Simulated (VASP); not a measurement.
# P in VASP: single point with PBE+D3(BJ)

Aim: the single point of P with PBE+D3(BJ).

Everything below comes from runs of VASP 6.6.1. Logs are shortened: lines on timing, memory, paths and dates and some standing lists are left out, and cuts for length are marked.

## 1. The cell of the first run

The cell holds a slab with vacuum, 2 atoms: a = 3.136 Å, b = 3.136 Å, c = 28.000 Å, α = 90.00°, β = 90.00°, γ = 120.00°.

## 2. Single point, PBE+D3(BJ)

Input file INCAR:

```
ALGO = Normal
DIPOL = 0.5 0.5 0.500
EDIFF = 1E-6
ENCUT = 520
GGA = PE
IDIPOL = 3
ISIF = 2
ISMEAR = 0
IVDW = 12
LASPH = T
LCHARG = F
LDIPOL = T
LREAL = F
LWAVE = F
NBANDS = 12
NELM = 80
PREC = Accurate
SIGMA = 0.02
```

Input file KPOINTS:

```
k-points
0
Gamma
  9 9 1
```

Input file POSCAR:

```
P
1.0
    3.1360000000      0.0000000000      0.0000000000
   -1.5680000000      2.7158556663      0.0000000000
    0.0000000000      0.0000000000     28.0000000000
P
2
Direct
    0.3333333333      0.6666666667      0.5000000000
    0.6666666667      0.3333333333      0.5000000000
```

Potentials or basis: VASP PAW PBE potentials, release 64 (P).

The run is started by

```bash
$ cat potpaw_PBE.64/P/POTCAR > POTCAR
$ mpirun -np 1 vasp_std > vasp.out
```

OUTCAR:

```text
EDIFF = 1E-6
   ENCUT = 520
   GGA = PE
   ISIF = 2
   ISMEAR = 0
   IVDW = 12
   LASPH = T
   LREAL = F
   NELM = 80
   PREC = Accurate
 IVDW          = 12

 ion  position               nearest neighbor table
   1  0.333  0.667  0.500-   2 1.81   2 1.81   2 1.81
   2  0.667  0.333  0.500-   1 1.81   1 1.81   1 1.81

  LATTYP: Found a hexagonal cell.
 ALAT       =     3.1360000000
 C/A-ratio  =     8.9285714286

  Lattice vectors:

 A1 = (   3.1360000000,   0.0000000000,   0.0000000000)
 A2 = (  -1.5680000000,   2.7158556663,   0.0000000000)
 A3 = (   0.0000000000,   0.0000000000,  28.0000000000)

Analysis of symmetry for initial positions (statically):
=====================================================================
 Subroutine PRICEL returns:
 Original cell was already a primitive cell.

 Routine SETGRP: Setting up the symmetry group for a
 hexagonal supercell.

 Subroutine GETGRP returns: Found 24 space group operations
 (whereof 24 operations were pure point group operations)
 out of a pool of 24 trial point group operations.

The static configuration has the point symmetry D_6h.

Analysis of symmetry for dynamics (positions and initial velocities):
=====================================================================
 Subroutine PRICEL returns:
 Original cell was already a primitive cell.

 Routine SETGRP: Setting up the symmetry group for a
 hexagonal supercell.

 Subroutine GETGRP returns: Found 24 space group operations
 (whereof 24 operations were pure point group operations)
 out of a pool of 24 trial point group operations.

The dynamic configuration has the point symmetry D_6h.

 Subroutine INISYM returns: Found 24 space group operations
 (whereof 24 operations are pure point group operations),
 and found     1 'primitive' translations

----------------------------------------------------------------------------------------

                                     Primitive cell

  volume of cell :     238.4739

  direct lattice vectors                    reciprocal lattice vectors
     3.136000000  0.000000000  0.000000000     0.318877551  0.184104040  0.000000000
    -1.568000000  2.715855666  0.000000000     0.000000000  0.368208080  0.000000000
     0.000000000  0.000000000 28.000000000     0.000000000  0.000000000  0.035714286

  length of vectors
     3.136000000  3.136000000 28.000000000     0.368208080  0.368208080  0.035714286

  position of ions in fractional coordinates (direct lattice)
     0.333333333  0.666666667  0.500000000
     0.666666667  0.333333333  0.500000000

  ion indices of the primitive-cell ions
   primitive index   ion index
                 1           1
                 2           2

----------------------------------------------------------------------------------------

 KPOINTS: k-points

Automatic generation of k-mesh.
 Grid dimensions read from file:
 generate k-points for:    9    9    1

 Generating k-lattice:

  Cartesian coordinates                     Fractional coordinates (reciprocal lattice)
     0.035430839  0.020456004  0.000000000     0.111111111  0.000000000  0.000000000
     0.000000000  0.040912009  0.000000000     0.000000000  0.111111111  0.000000000
     0.000000000  0.000000000  0.035714286     0.000000000  0.000000000  1.000000000

  Length of vectors
     0.040912009  0.040912009  0.035714286

  Shift w.r.t. Gamma in fractional coordinates (k-lattice)
     0.000000000  0.000000000  0.000000000

 Subroutine IBZKPT returns following result:
 ===========================================

 Found     12 irreducible k-points:

 Following reciprocal coordinates:
            Coordinates               Weight
  0.000000  0.000000  0.000000      1.000000
  0.111111  0.000000  0.000000      6.000000
  0.222222  0.000000  0.000000      6.000000
  0.333333  0.000000  0.000000      6.000000
  0.444444  0.000000  0.000000      6.000000
  0.111111  0.111111  0.000000      6.000000
  0.222222  0.111111  0.000000     12.000000
  0.333333  0.111111  0.000000     12.000000
  0.444444  0.111111  0.000000      6.000000
  0.222222  0.222222  0.000000      6.000000
  0.333333  0.222222  0.000000     12.000000
  0.333333  0.333333  0.000000      2.000000
   k-points           NKPTS =     12   k-points in BZ     NKDIM =     12   number of bands    NBANDS=     12
   number of dos      NEDOS =    301   number of ions     NIONS =      2
   total plane-waves  NPLWV = 120960
   dimension x,y,z NGX =    24 NGY =   24 NGZ =  210
   dimension x,y,z NGXF=    48 NGYF=   48 NGZF=  420
   ions per type =               2
   NGX,Y,Z   is equivalent  to a cutoff of  12.72, 12.72, 12.47 a.u.
   NGXF,Y,Z  is equivalent  to a cutoff of  25.45, 25.45, 24.94 a.u.
 SYSTEM =  unknown system
   PREC   = accura    normal or accurate (medium, high low for compatibility)
   ISTART =      0    job   : 0-new  1-cont  2-samecut
   ICHARG =      2    charge: 1-file 2-atom 10-const
   ISPIN  =      1    spin polarized calculation?
   LNONCOLLINEAR =      F non collinear calculations
   LSORBIT =      F    spin-orbit coupling
   LASPH  =      T    aspherical Exc in radial PAW
   ENCUT  =  520.0 eV  38.22 Ry    6.18 a.u.   5.83  5.83 52.06*2*pi/ulx,y,z
   NELM   =     80;   NELMIN=  2; NELMDL= -5     # of ELM steps
   EDIFF  = 0.1E-05   stopping-criterion for ELM
   LREAL  =      F    real-space projection
   EDIFFG = 0.1E-04   stopping-criterion for IOM
   NSW    =      0    number of steps for IOM
   IBRION =     -1    ionic relax: 0-MD 1-quasi-New 2-CG
   NFREE  =      0    steps in history (QN), initial steepest desc. (CG)
   ISIF   =      2    stress and relaxation
   ISYM   =      2    0-nonsym 1-usesym 2-fastsym
   POTIM  = 0.5000    time-step for ionic-motion
   TEBEG  =    0.0;   TEEND  =   0.0 temperature during run
   PSTRESS=    0.0 pullay stress
   NELECT =      10.0000    total number of electrons
   NUPDOWN=      -1.0000    fix difference up-down
   EMIN   =  10.00;   EMAX   =-10.00  energy-range for DOS
   EFERMI =   0.00;   METHOD = LEGACY
   ISMEAR =     0;   SIGMA  =   0.02  broadening in eV -4-tet -1-fermi 0-gaus
   EFERMI_NEDOS =   21; number of points for ismear=-14 and -15
   IALGO  =     38    algorithm
   IMIX   =      4    mixing-type and parameters
     AMIX     =   0.40;   BMIX     =  1.00
     AMIX_MAG =   1.60;   BMIX_MAG =  1.00
  volume/ion in A,a.u.               =     119.24       804.65
  Fermi-wavevector in a.u.,A,eV,Ry     =   0.568759  1.074798  4.401298  0.323486
  Thomas-Fermi vector in A             =   1.608118
   LORBIT       =      0    0 simple, 1 ext, 2 COOP (PROOUT), +10 PAW based schemes
   GGA     = PE    functional components
   LHFCALC =     F    Hartree Fock is set to
   AEXX    =    0.0000 exact exchange contribution
   IVDW    =    12    specifies the selected vdW correction
   LEPSILON=     F    determine dielectric tensor
   LRPA    =     F    only Hartree local field effects (RPA)
 non-spin polarized calculation
 Gauss-broadening in eV      SIGMA  =   0.02
  energy-cutoff  :      520.00
  volume of cell :      238.47
 maximum number of plane-waves:      6452
 NGX is ok and might be reduce to    24
   NGX = 11   NGY = 11   NGZ =105

 number of electron      10.0000000 magnetization

 dipolmoment           0.000000      0.000000      0.000000 electrons x Angstroem

 number of electron       9.9999999 magnetization

 dipolmoment           0.000000      0.000000     -0.000000 electrons x Angstroem

 Free energy of the ion-electron system (eV)
  ---------------------------------------------------
  ext. energy  EPLUGINS =         0.00000000
  ---------------------------------------------------
  free energy    TOTEN  =        -5.10393095 eV

  energy without entropy =       -5.10328853  energy(sigma->0) =       -5.10360974

 E-fermi :  -1.7199     XC(G=0):  -1.6853

 val. band max:       -2.1140268215   @ k =   0.2222   0.2222   0.0000
 cond. band min:      -1.7003378327   @ k =   0.2222   0.1111   0.0000
 fundamental gap:      0.4136889889
 Fermi energy:        -1.7198963319

 k-point     1 :       0.0000    0.0000    0.0000
  band No.  band energies     occupation
      1     -20.8970      2.00000
      2      -9.5820      2.00000
      3      -7.4889      2.00000
      4      -7.4889      2.00000
      5      -1.4086      0.00000
      6      -1.4086      0.00000
      7      -0.5038      0.00000
      8       0.9778      0.00000
      9       1.3192      0.00000
     10       1.6057      0.00000
     11       2.0057      0.00000
     12       2.1215      0.00000

 k-point     2 :       0.1111    0.0000    0.0000
  band No.  band energies     occupation
      1     -20.6780      2.00000
      2      -9.3699      2.00000
      3      -8.5495      2.00000
      4      -7.8368      2.00000
      5      -1.6481      0.00000
      6      -0.6407      0.00000
      7      -0.2544      0.00000
      8       1.5662      0.00000
      9       1.8547      0.00000
     10       1.8625      0.00000
     11       2.2557      0.00000
     12       2.3737      0.00000

 k-point     3 :       0.2222    0.0000    0.0000
  band No.  band energies     occupation
      1     -20.0290      2.00000
      2     -10.7288      2.00000
      3      -8.7408      2.00000
      4      -8.5178      2.00000
      5      -2.3595      2.00000
      6       0.4662      0.00000
      7       0.9255      0.00000
      8       1.2963      0.00000
      9       2.3139      0.00000
     10       2.6121      0.00000
     11       3.0075      0.00000
     12       3.1234      0.00000
[... 106 lines left out ...]
 k-point    11 :       0.3333    0.2222    0.0000
  band No.  band energies     occupation
      1     -17.0954      2.00000
      2     -14.9217      2.00000
      3     -11.6684      2.00000
      4      -5.9175      2.00000
      5      -3.6748      2.00000
      6       0.1041      0.00000
      7       1.2481      0.00000
      8       3.6678      0.00000
      9       3.7852      0.00000
     10       6.0956      0.00000
     11       6.3588      0.00000
     12       6.5836      0.00000

 k-point    12 :       0.3333    0.3333    0.0000
  band No.  band energies     occupation
      1     -15.8995      2.00000
      2     -15.8995      2.00000
      3     -12.3781      2.00000
      4      -4.7480      2.00000
      5      -4.7480      2.00000
      6       0.5279      0.00000
      7       1.7039      0.00000
      8       3.9869      0.00000
      9       3.9869      0.00000
     10       6.6329      0.00000
     11       6.6329      0.00000
     12       7.2591      0.00000

------------------------ aborting loop because EDIFF is reached ----------------------------------------

 vacuum level on the upper side and lower side of the slab       (xc-potential included)        -0.007        -0.007

 Edisp (eV)   -0.48153

 E8    (eV) :    -0.1965

  FORCE on cell =-STRESS in cart. coord.  units (eV):
  Direction    XX          YY          ZZ          XY          YZ          ZX
  --------------------------------------------------------------------------------------
  -------------------------------------------------------------------------------------
  Total      26.29896    26.29896    -0.01240     0.00000    -0.00000     0.00000
  in kB     176.68853   176.68853    -0.08329     0.00000    -0.00000     0.00000
  external pressure =      117.76 kB  Pullay stress =        0.00 kB

 VOLUME and BASIS-vectors are now :
 -----------------------------------------------------------------------------
  energy-cutoff  :      520.00
  volume of cell :      238.47
      direct lattice vectors                 reciprocal lattice vectors
     3.136000000  0.000000000  0.000000000     0.318877551  0.184104040  0.000000000
    -1.568000000  2.715855666  0.000000000     0.000000000  0.368208080  0.000000000
     0.000000000  0.000000000 28.000000000     0.000000000  0.000000000  0.035714286

 POSITION                                       TOTAL-FORCE (eV/Angst)
 -----------------------------------------------------------------------------------
     -0.00000      1.81057     14.00000         0.000000      0.000000     -0.000000
      1.56800      0.90529     14.00000        -0.000000     -0.000000      0.000000
 -----------------------------------------------------------------------------------
    total drift:                               -0.000000     -0.000000      0.000000

  FREE ENERGIE OF THE ION-ELECTRON SYSTEM (eV)
  ---------------------------------------------------
  free  energy   TOTEN  =        -5.5854592508 eV

  energy  without entropy=       -5.5848168283  energy(sigma->0) =       -5.58513804

 vacuum level on the upper side and lower side of the slab         1.592         1.592
```

Wall time 42 s (1 thread of Intel Xeon Platinum 8375C at 2.90GHz (Ice Lake), shared host); peak memory 0.33 GiB.

What came out:

| Property | Result |
| --- | --- |
| Free energy | -5.5855 eV |
| Band gap on the k mesh | zero (bands 5 and 6 overlap by 2.01 eV) |
| Dispersion energy per atom | -0.241 eV |
